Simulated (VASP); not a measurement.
# ZnS (ldaat): single point with LDA

ZnS (ldaat):

```
CELL_PARAMETERS angstrom
3.78224 0.00000 0.00000
-1.89112 3.27551 0.00000
0.00000 0.00000 6.20818
ATOMIC_POSITIONS crystal
Zn 0.33333 0.66667 0.96268
Zn 0.66667 0.33333 0.46268
S 0.33333 0.66667 0.41232
S 0.66667 0.33333 0.91232
```

| Property | Result |
| --- | --- |
| Program | VASP 6.6.1 |
| Task | single point |
| Functional | LDA |
| Potentials or basis | VASP PAW LDA potentials, release 64 (Zn, S) |
| Cutoff | 520 eV |
| k mesh | 9 × 9 × 6 |
| Occupations | gaussian, width 0.01 eV |
| Spin | no spin polarisation |
| Dipole correction | no |
| Further INCAR settings | ALGO = Normal; EDIFF = 1e-06; NBANDS = 26 |

```json
{"Pressure": "1.7 GPa", "Largest force": "0.726 eV/Å", "Band gap on the k mesh": "2.37 eV, direct"}
```

Forces on the atoms (eV/Å):
```
Zn   0.000  0.000  0.726
Zn   0.000  0.000  0.726
S    0.000  0.000 -0.726
S    0.000  0.000 -0.726
```

Stress tensor (GPa, compression positive):
```
 4.17  0.00  0.00
 0.00  4.17  0.00
 0.00  0.00 -3.25
```

Levels at points of the mesh, in eV from the valence-band top:
| k point | band 15 | band 16 | band 17 | band 18 | band 19 | band 20 | band 21 | band 22 |
| --- | --- | --- | --- | --- | --- | --- | --- | --- |
| (0.00, 0.00, 0.00) | -0.71 | -0.09 | -0.09 | 0.00 | 2.37 | 2.45 | 6.12 | 6.12 |
| (0.00, 0.00, 0.50) | -0.41 | -0.41 | -0.41 | -0.41 | 3.15 | 3.15 | 6.46 | 6.46 |

It took 46 s on 1 thread of Intel(R) Xeon(R) Platinum 8488C (Sapphire Rapids), with other jobs on the host, peak memory 0.21 GiB.

A k mesh can miss the band edges. A hybrid or GW would open this gap; LDA tends to underestimate it.
